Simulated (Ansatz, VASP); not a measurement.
## Ta2AlN2 in VASP and in Ansatz

```
Ta Al N
1.0
     4.73546    0.00000    0.00000
    -2.36773    4.10103    0.00000
     0.00000    0.00000    3.99171
Ta Al N
2 1 2
Direct
  0.33333 0.66667 0.50000
  0.66667 0.33333 0.50000
  0.00000 0.00000 0.00000
  0.33333 0.66667 0.00000
  0.66667 0.33333 0.00000
```

Alike in both runs: functional PBE; k mesh 12 × 12 × 10; occupations gaussian, width 0.1 eV; no spin polarisation.

Ansatz relaxed the structure, and its values are those at the end. VASP's run is a single point on that final structure, the one shown.

```csv
,VASP,Ansatz
version,VASP 6.6.1,Ansatz 0.2.0
potentials or method,"VASP PAW PBE potentials, release 64 (Ta_pv, Al, N), cutoff 520 eV","scalar-relativistic, plane waves, PAW"
valence electrons in the cell,35,39
```

```tsv
	VASP	Ansatz	Ansatz less VASP
gap on the k mesh at the Fermi level (eV)	none	none	-
pressure (GPa)	0.3	0.0	-0.29
```

A gap of «none» marks a metal or a gap that the smearing closes. VASP's potentials hold 35 valence electrons a cell and Ansatz's 39, so a difference there can come from the potentials and not from the codes.

Neither program's run includes spin-orbit coupling.
